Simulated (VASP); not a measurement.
Crystal: Os.

```
Os
1.0
     0.00000    1.91254    1.91254
     1.91254    0.00000    1.91254
     1.91254    1.91254    0.00000
Os
1
Cartesian
  0.0000 0.0000 0.0000
```

| Quantity | Value |
| --- | --- |
| Program | VASP 6.6.1 |
| Task | relaxation of cell and atoms |
| Functional | PBE |
| Potentials or basis | VASP PAW PBE potentials, release 64 (Os) |
| Cutoff | 600 eV |
| k mesh | 14 × 14 × 14 |
| Occupations | fermi-dirac, width 0.1 eV |
| Spin | no spin polarisation |

At the start: pressure 10.7 GPa; volume 13.99 Å³/atom.

Question: How do energy, volume and symmetry change on relaxing?

Answer: Over 4 steps the energy falls by 11.5 meV/atom and the volume is 14.35 Å³/atom (+2.6 %); space group Fm-3m (No. 225, to 0.05 Å).

The path:
| step | energy change (eV) | largest force (eV/Å) | pressure (GPa) | volume (Å³) |
| --- | --- | --- | --- | --- |
| 1 | 0.0000 | 0.0000 | 10.66 | 13.99 |
| 2 | 0.1708 | 0.0000 | -32.48 | 15.96 |
| 3 | -0.0115 | 0.0000 | -0.50 | 14.37 |
| 4 | -0.0115 | 0.0000 | -0.02 | 14.35 |

Final structure:
```
CELL_PARAMETERS angstrom
0.00000 1.92870 1.92870
1.92870 0.00000 1.92870
1.92870 1.92870 0.00000
ATOMIC_POSITIONS crystal
Os 0.00000 0.00000 0.00000
```
